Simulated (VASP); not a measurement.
# Ti (Fm-3m) in VASP: notebook

Ti is run at these levels: LDA; tasks: single point, relaxation of cell and atoms.

Everything below comes from runs of VASP 6.6.1. Logs are shortened: lines on timing, memory, paths and dates and some standing lists are left out, and cuts for length are marked.

### Step 1. The cell of the first run

Symmetry: Fm-3m, No. 225, cubic system. The conventional cell has a = 3.832 Å, b = 3.832 Å, c = 3.832 Å, α = 90.00°, β = 90.00°, γ = 90.00°. Ti (site symmetry m-3m) has 12 Ti at 2.71 Å within 3.6 Å.

### Step 2. Single point, LDA

INCAR

```
SYSTEM = Ti
  ALGO = Normal
  EDIFF = 1E-6
  ENCUT = 520
  ISIF = 2
  ISMEAR = 0
  LASPH = .True.
  LCHARG = .False.
  LREAL = .False.
  LWAVE = .False.
  NBANDS = 12
  NELM = 100
  PREC = Accurate
  SIGMA = 0.05
```

KPOINTS

```
k-points
0
Gamma
  11 11 11
  0 0 0
```

POSCAR

```
Ti
1.0
    0.0000000000      1.9161797966      1.9161797966
    1.9161797966      0.0000000000      1.9161797966
    1.9161797966      1.9161797966      0.0000000000
Ti
1
Direct
    0.0000000000      0.0000000000      0.0000000000
```

Potentials or basis: VASP PAW LDA potentials, release 64 (Ti_sv).

Command:

```sh
$ cat potpaw_LDA.64/Ti_sv/POTCAR > POTCAR
$ mpirun -np 1 vasp_std > vasp.out
```

OUTCAR:

```text
SYSTEM = Ti
   EDIFF = 1E-6
   ENCUT = 520
   ISIF = 2
   ISMEAR = 0
   LASPH = .True.
   LREAL = .False.
   NELM = 100
   PREC = Accurate

 ion  position               nearest neighbor table
   1  0.000  0.000  0.000-

  LATTYP: Found a face centered cubic cell.
 ALAT       =     3.8323595932

  Lattice vectors:

 A1 = (   0.0000000000,   1.9161797966,   1.9161797966)
 A2 = (   1.9161797966,   0.0000000000,   1.9161797966)
 A3 = (   1.9161797966,   1.9161797966,   0.0000000000)

Analysis of symmetry for initial positions (statically):
=====================================================================
 Subroutine PRICEL returns:
 Original cell was already a primitive cell.

 Routine SETGRP: Setting up the symmetry group for a
 face centered cubic supercell.

 Subroutine GETGRP returns: Found 48 space group operations
 (whereof 48 operations were pure point group operations)
 out of a pool of 48 trial point group operations.

The static configuration has the point symmetry O_h .

Analysis of symmetry for dynamics (positions and initial velocities):
=====================================================================
 Subroutine PRICEL returns:
 Original cell was already a primitive cell.

 Routine SETGRP: Setting up the symmetry group for a
 face centered cubic supercell.

 Subroutine GETGRP returns: Found 48 space group operations
 (whereof 48 operations were pure point group operations)
 out of a pool of 48 trial point group operations.

The dynamic configuration has the point symmetry O_h .

 Subroutine INISYM returns: Found 48 space group operations
 (whereof 48 operations are pure point group operations),
 and found     1 'primitive' translations

----------------------------------------------------------------------------------------

                                     Primitive cell

  volume of cell :      14.0714

  direct lattice vectors                    reciprocal lattice vectors
     0.000000000  1.916179797  1.916179797    -0.260935848  0.260935848  0.260935848
     1.916179797  0.000000000  1.916179797     0.260935848 -0.260935848  0.260935848
     1.916179797  1.916179797  0.000000000     0.260935848  0.260935848 -0.260935848

  length of vectors
     2.709887456  2.709887456  2.709887456     0.451954146  0.451954146  0.451954146

  position of ions in fractional coordinates (direct lattice)
     0.000000000  0.000000000  0.000000000

  ion indices of the primitive-cell ions
   primitive index   ion index
                 1           1

----------------------------------------------------------------------------------------

 KPOINTS: k-points

Automatic generation of k-mesh.
 Grid dimensions read from file:
 generate k-points for:   11   11   11

 Generating k-lattice:

  Cartesian coordinates                     Fractional coordinates (reciprocal lattice)
    -0.023721441  0.023721441  0.023721441     0.090909091  0.000000000  0.000000000
     0.023721441 -0.023721441  0.023721441     0.000000000  0.090909091  0.000000000
     0.023721441  0.023721441 -0.023721441     0.000000000  0.000000000  0.090909091

  Length of vectors
     0.041086741  0.041086741  0.041086741

  Shift w.r.t. Gamma in fractional coordinates (k-lattice)
     0.000000000  0.000000000  0.000000000

 Subroutine IBZKPT returns following result:
 ===========================================

 Found     56 irreducible k-points:

 Following reciprocal coordinates:
            Coordinates               Weight
  0.000000  0.000000  0.000000      1.000000
  0.090909  0.000000  0.000000      8.000000
  0.181818  0.000000  0.000000      8.000000
  0.272727  0.000000  0.000000      8.000000
  0.363636  0.000000  0.000000      8.000000
  0.454545  0.000000  0.000000      8.000000
[... 16 lines left out ...]
 -0.272727  0.181818  0.000000     24.000000
 -0.181818  0.181818  0.000000     12.000000
 [... further k-points ...]
   k-points           NKPTS =     56   k-points in BZ     NKDIM =     56   number of bands    NBANDS=     12
   number of dos      NEDOS =    301   number of ions     NIONS =      1
   total plane-waves  NPLWV =   8000
   dimension x,y,z NGX =    20 NGY =   20 NGZ =   20
   dimension x,y,z NGXF=    40 NGYF=   40 NGZF=   40
   ions per type =               1
   NGX,Y,Z   is equivalent  to a cutoff of  12.27, 12.27, 12.27 a.u.
   NGXF,Y,Z  is equivalent  to a cutoff of  24.54, 24.54, 24.54 a.u.
 SYSTEM =  Ti
   PREC   = accura    normal or accurate (medium, high low for compatibility)
   ISTART =      0    job   : 0-new  1-cont  2-samecut
   ICHARG =      2    charge: 1-file 2-atom 10-const
   ISPIN  =      1    spin polarized calculation?
   LNONCOLLINEAR =      F non collinear calculations
   LSORBIT =      F    spin-orbit coupling
   LASPH  =      T    aspherical Exc in radial PAW
   ENCUT  =  520.0 eV  38.22 Ry    6.18 a.u.   5.04  5.04  5.04*2*pi/ulx,y,z
   NELM   =    100;   NELMIN=  2; NELMDL= -5     # of ELM steps
[... 63 lines left out ...]
      7      11.3501      0.00000
      8      11.3501      0.00000
      9      13.4909      0.00000
     10      13.4909      0.00000
     11      26.9325      0.00000
     12      32.4034      0.00000

 k-point     2 :       0.0909    0.0000    0.0000
  band No.  band energies     occupation
      1     -45.3179      2.00000
      2     -21.3179      2.00000
      3     -21.2192      2.00000
      4     -21.2192      2.00000
      5       4.3272      2.00000
      6      11.1411      0.00000
      7      11.4718      0.00000
      8      11.4718      0.00000
      9      13.4084      0.00000
     10      13.4084      0.00000
     11      27.3100      0.00000
     12      30.5466      0.00000

 k-point     3 :       0.1818    0.0000    0.0000
  band No.  band energies     occupation
      1     -45.2561      2.00000
      2     -21.6123      2.00000
      3     -21.2542      2.00000
      4     -21.2542      2.00000
      5       5.2160      2.00000
      6      10.6887      0.00000
      7      11.6832      0.00000
      8      11.6832      0.00000
      9      13.3507      0.00000
     10      13.3507      0.00000
     11      27.5059      0.00000
     12      28.2957      0.00000

 k-point     4 :       0.2727    0.0000    0.0000
  band No.  band energies     occupation
      1     -45.1740      2.00000
      2     -21.9867      2.00000
      3     -21.2997      2.00000
      4     -21.2997      2.00000
      5       6.3422      2.00000
      6      10.4247      0.05619
      7      11.6242      0.00000
      8      11.6242      0.00000
      9      13.7219      0.00000
     10      13.7219      0.00000
     11      25.1610      0.00000
     12      27.9356      0.00000

 k-point     5 :       0.3636    0.0000    0.0000
  band No.  band energies     occupation
      1     -45.0974      2.00000
      2     -22.3207      2.00000
      3     -21.3411      2.00000
      4     -21.3411      2.00000
      5       7.1003      2.00000
      6      10.8658      0.00000
      7      11.3686      0.00000
      8      11.3686      0.00000
      9      14.3905      0.00000
     10      14.3905      0.00000
     11      22.8990      0.00000
     12      26.9760      0.00000
[... 228 lines left out ...]
      1     -45.0096      2.00000
      2     -22.4044      2.00000
      3     -21.6341      2.00000
      4     -21.4436      2.00000
      5       8.1837      2.00000
      6       9.7515      2.00000
      7      11.1120      0.00000
      8      11.9768      0.00000
      9      14.8799      0.00000
     10      16.8976      0.00000
     11      20.8282      0.00000
     12      26.4117      0.00000

 k-point    22 :      -0.3636    0.1818    0.0000
  band No.  band energies     occupation
      1     -45.0248      2.00000
      2     -22.3426      2.00000
      3     -21.6624      2.00000
      4     -21.3990      2.00000
      5       8.2358      2.00000
      6       9.9838      2.00000
      7      10.8062      0.00000
      8      11.9460      0.00000
      9      14.2249      0.00000
     10      16.6966      0.00000
     11      21.8265      0.00000
     12      26.1880      0.00000

 k-point    23 :      -0.2727    0.1818    0.0000
  band No.  band energies     occupation
      1     -45.0761      2.00000
      2     -22.1669      2.00000
      3     -21.6230      2.00000
      4     -21.3403      2.00000
      5       7.8798      2.00000
      6      10.0358      2.00000
      7      10.6534      0.00000
      8      12.1114      0.00000
      9      13.3322      0.00000
     10      15.8231      0.00000
     11      24.1252      0.00000
     12      26.3563      0.00000

 k-point    24 :      -0.1818    0.1818    0.0000
  band No.  band energies     occupation
      1     -45.1466      2.00000
      2     -21.9497      2.00000
      3     -21.5080      2.00000
      4     -21.2861      2.00000
      5       6.8798      2.00000
      6      10.0424      2.00000
      7      11.2300      0.00000
      8      12.4419      0.00000
      9      12.5068      0.00000
     10      14.8210      0.00000
     11      26.1257      0.00000
     12      27.1078      0.00000

 [... further k-points ...]

------------------------ aborting loop because EDIFF is reached ----------------------------------------

  FORCE on cell =-STRESS in cart. coord.  units (eV):
  Direction    XX          YY          ZZ          XY          YZ          ZX
  --------------------------------------------------------------------------------------
  -------------------------------------------------------------------------------------
  Total        1.7278802      1.7278802      1.7278802      0.0000000     -0.0000000     -0.0000000
  in kB      196.7367240    196.7367240    196.7367240      0.0000000     -0.0000000     -0.0000000
  external PRESSURE =     196.7367240 kB  Pullay stress =       0.0000000 kB

 VOLUME and BASIS-vectors are now :
 -----------------------------------------------------------------------------
  energy-cutoff  :      520.00
  volume of cell :       14.07
      direct lattice vectors                 reciprocal lattice vectors
     0.000000000  1.916179797  1.916179797    -0.260935848  0.260935848  0.260935848
     1.916179797  0.000000000  1.916179797     0.260935848 -0.260935848  0.260935848
     1.916179797  1.916179797  0.000000000     0.260935848  0.260935848 -0.260935848

 POSITION                                       TOTAL-FORCE (eV/Angst)
 -----------------------------------------------------------------------------------
      0.00000      0.00000      0.00000         0.000000     -0.000000     -0.000000
 -----------------------------------------------------------------------------------
    total drift:                                0.000000      0.000000      0.000000

  FREE ENERGIE OF THE ION-ELECTRON SYSTEM (eV)
  ---------------------------------------------------
  free  energy   TOTEN  =        -8.4022022739 eV

  energy  without entropy=       -8.4012099157  energy(sigma->0) =       -8.40170609
```

Run time: 4.5 s. Hardware: 1 thread of Intel Xeon 6975P-C (Granite Rapids), shared host; peak memory 0.12 GiB.

Results:

```yaml
Free_energy: -8.4022 eV
Pressure: 19.7 GPa
Band_gap_on_the_k_mesh: zero (band 6 reaches 11.35 eV, above the bottom of band 7 at 10.07 eV)
```

### Step 3. Single point, LDA

This run uses another cell than the first one, of 13.39 Å³/atom, 0.952 times its volume.

INCAR

```
SYSTEM = Ti
PREC     = Accurate       ! precision mode
ENCUT    = 520            ! plane-wave cutoff, eV
EDIFF    = 1E-6           ! SCF threshold, eV
ISMEAR   = 0              ! smearing method
SIGMA    = 0.05           ! smearing width, eV
LREAL    = .False.        ! projectors in reciprocal space
LASPH    = .True.         ! aspherical terms in the spheres
NELM     = 60             ! most SCF steps
ALGO     = Normal         ! electronic algorithm
ISIF     = 2              ! what is computed and relaxed
LWAVE    = .False.        ! write WAVECAR
LCHARG   = .False.        ! write CHGCAR
NBANDS   = 12             ! bands
```

KPOINTS

```
Automatic mesh
0
Gamma
  11 11 11
  0 0 0
```

POSCAR

```
Ti
1.0
    0.0000000000      1.8847589289      1.8847589289
    1.8847589289      0.0000000000      1.8847589289
    1.8847589289      1.8847589289      0.0000000000
Ti
1
Direct
    0.0000000000      0.0000000000      0.0000000000
```

Potentials or basis: VASP PAW LDA potentials, release 64 (Ti_sv).

Command:

```sh
$ cat potpaw_LDA.64/Ti_sv/POTCAR > POTCAR
$ mpirun -np 1 vasp_std > vasp.out
```

It took 4 s on 1 thread of Intel Xeon 6975P-C (Granite Rapids), shared host; peak memory 0.12 GiB.

Results (log left out):

```yaml
Free_energy: -8.2980 eV
Pressure: 29.6 GPa
Band_gap_on_the_k_mesh: zero (band 6 reaches 11.99 eV, above the bottom of band 7 at 10.69 eV)
```

Levels at points of the mesh, in eV from the Fermi level:
```csv
k point,band 3,band 4,band 5,band 6,band 7,band 8,band 9,band 10
"(0.00, 0.00, 0.00)",-31.40,-31.40,-6.41,1.00,1.00,1.00,3.29,3.29
```

### Step 4. Single point, LDA

This run uses another cell than the first one, of 14.90 Å³/atom, 1.059 times its volume.

INCAR

```
ALGO = Normal
EDIFF = 1E-7
ENCUT = 520
ISIF = 2
ISMEAR = 0
LASPH = True
LCHARG = False
LREAL = False
LWAVE = False
NBANDS = 12
NELM = 100
PREC = Accurate
SIGMA = 0.05
```

KPOINTS

```
k-points
0
Gamma
  11 11 11
```

POSCAR

```
Ti
1.0
    0.0000000000      1.9531076096      1.9531076096
    1.9531076096      0.0000000000      1.9531076096
    1.9531076096      1.9531076096      0.0000000000
Ti
1
Direct
    0.0000000000      0.0000000000      0.0000000000
```

Command:

```sh
$ cat potpaw_LDA.64/Ti_sv/POTCAR > POTCAR
$ mpirun -np 1 vasp_std > vasp.out
```

Run time: 6.1 s. Hardware: 1 thread of Intel Xeon 6975P-C (Granite Rapids), shared host; peak memory 0.13 GiB.

The run converged. Its results:

| Property | Result |
| --- | --- |
| Free energy | -8.4775 eV |
| Pressure | 9.7 GPa |
| Band gap on the k mesh | zero (band 6 reaches 10.64 eV, above the bottom of band 7 at 9.39 eV) |

Levels at points of the mesh, in eV from the Fermi level:
| k point | band 4 | band 5 | band 6 | band 7 | band 8 | band 9 |
| --- | --- | --- | --- | --- | --- | --- |
| (0.00, 0.00, 0.00) | -31.74 | -6.28 | 0.97 | 0.97 | 0.97 | 2.95 |

### Step 5. Single point, LDA

This run uses another cell than the first one, of 15.98 Å³/atom, 1.136 times its volume.

INCAR

```
ALGO = Normal
EDIFF = 1E-6
ENCUT = 520
GGA = CA
ISIF = 2
ISMEAR = 0
LASPH = T
LCHARG = F
LREAL = F
LWAVE = F
NBANDS = 12
NELM = 100
PREC = Accurate
SIGMA = 0.05
```

KPOINTS is that of step 4.

POSCAR

```
Ti
1.0
    0.0000000000      1.9991798653      1.9991798653
    1.9991798653      0.0000000000      1.9991798653
    1.9991798653      1.9991798653      0.0000000000
Ti
1
Direct
    0.0000000000      0.0000000000      0.0000000000
```

Command:

```sh
$ cat potpaw_LDA.64/Ti_sv/POTCAR > POTCAR
$ mpirun -np 1 vasp_std > vasp.out
```

Wall time 5.6 s (1 thread of Intel Xeon 6975P-C (Granite Rapids), shared host); peak memory 0.13 GiB.

Results (log left out):

| Quantity | Value |
| --- | --- |
| Free energy | -8.5084 eV |
| Pressure | -0.1 GPa |
| Band gap on the k mesh | zero (band 6 reaches 9.80 eV, above the bottom of band 7 at 8.60 eV) |

Levels at points of the mesh, in eV from the Fermi level:
| k point | band 2 | band 3 | band 4 | band 5 | band 6 | band 7 | band 8 | band 9 | band 10 | band 11 |
| --- | --- | --- | --- | --- | --- | --- | --- | --- | --- | --- |
| (0.00, 0.00, 0.00) | -31.96 | -31.96 | -31.96 | -6.17 | 0.93 | 0.93 | 0.93 | 2.73 | 2.73 | 15.85 |

### Step 6. Relaxation of cell and atoms, LDA

This run uses another cell than the first one, of 16.73 Å³/atom, 1.189 times its volume.

INCAR

```
SYSTEM = Ti
PREC = Accurate
ENCUT = 600
EDIFF = 1E-6
ISMEAR = 0
SIGMA = 0.05
LREAL = .FALSE.
LASPH = .TRUE.
NELM = 80
ALGO = Normal
ISIF = 3
LWAVE = .FALSE.
LCHARG = .FALSE.
GGA = CA
IBRION = 2
NSW = 60
EDIFFG = -0.01
```

KPOINTS

```
regular mesh
0
G
  11 11 11
  0 0 0
```

POSCAR

```
Ti
1.0
    0.0000000000      2.0300000000      2.0300000000
    2.0300000000      0.0000000000      2.0300000000
    2.0300000000      2.0300000000      0.0000000000
Ti
1
Direct
    0.0000000000      0.0000000000      0.0000000000
```

Potentials or basis: VASP PAW LDA potentials, release 64 (Ti_sv).

Command:

```sh
$ cat potpaw_LDA.64/Ti_sv/POTCAR > POTCAR
$ mpirun -np 1 vasp_std > vasp.out
```

Run time: 10 s. Hardware: 1 thread of Intel Xeon 6975P-C (Granite Rapids), shared host; peak memory 0.14 GiB.

The run converged. Its results:

* Free energy: -8.5084 eV
* Relaxed volume: 15.96 Å³/atom
* Relaxed cell: a = 2.826 Å, b = 2.826 Å, c = 2.826 Å, α = 60.00°, β = 60.00°, γ = 60.00°
* Space group after relaxing (to 0.05 Å): Fm-3m (No. 225)
* Energy gained by relaxing: 13.6 meV/atom
* Ionic steps: 3
* Pressure after relaxing: 0.0 GPa
* Band gap on the k mesh: zero (band 6 reaches 9.81 eV, above the bottom of band 7 at 8.62 eV)

The path:
```tsv
step	energy change (eV)	largest force (eV/Å)	pressure (GPa)	volume (Å³)
1	0.0000	0.0000	-5.40	16.73
2	-0.0056	0.0000	4.74	15.40
3	-0.0136	0.0000	0.01	15.96
```

Final structure:
```cif
data_structure
_symmetry_space_group_name_H-M 'P 1'
_symmetry_Int_Tables_number 1
_cell_length_a 2.8260
_cell_length_b 2.8260
_cell_length_c 2.8260
_cell_angle_alpha 60.000
_cell_angle_beta 60.000
_cell_angle_gamma 60.000
_cell_volume 15.96
loop_
_atom_site_label
_atom_site_type_symbol
_atom_site_fract_x
_atom_site_fract_y
_atom_site_fract_z
_atom_site_occupancy
Ti1 Ti 0.00000 0.00000 0.00000 1
```

Levels at points of the mesh, in eV from the Fermi level:
| k point | band 4 | band 5 | band 6 | band 7 | band 8 | band 9 |
| --- | --- | --- | --- | --- | --- | --- |
| (0.00, 0.00, 0.00) | -31.96 | -6.17 | 0.93 | 0.93 | 0.93 | 2.74 |

LDA usually gives volumes a few per cent too small. Zero-point motion and thermal expansion aren't in these numbers.

### Step 7. Summary

| task | cell | cutoff (eV) | gap on the mesh (eV) | pressure (GPa) |
| --- | --- | --- | --- | --- |
| single point | a = 2.710 Å, angles 60.0°, 1 atom | 520 | none | 19.7 |
| single point | a = 2.665 Å, angles 60.0°, 1 atom | 520 | none | 29.6 |
| single point | a = 2.762 Å, angles 60.0°, 1 atom | 520 | none | 9.7 |
| single point | a = 2.827 Å, angles 60.0°, 1 atom | 520 | none | -0.1 |
| relaxation of cell and atoms | relaxed from a = 2.871 Å, angles 60.0°, 1 atom | 600 | none | 0.0 |

Alike in all rows: level LDA; potentials or basis VASP PAW LDA potentials, release 64 (Ti_sv); no spin polarisation; k mesh 11 × 11 × 11; smearing gaussian 0.05 eV.

Absolute energies hang on the potentials; compare differences alone.
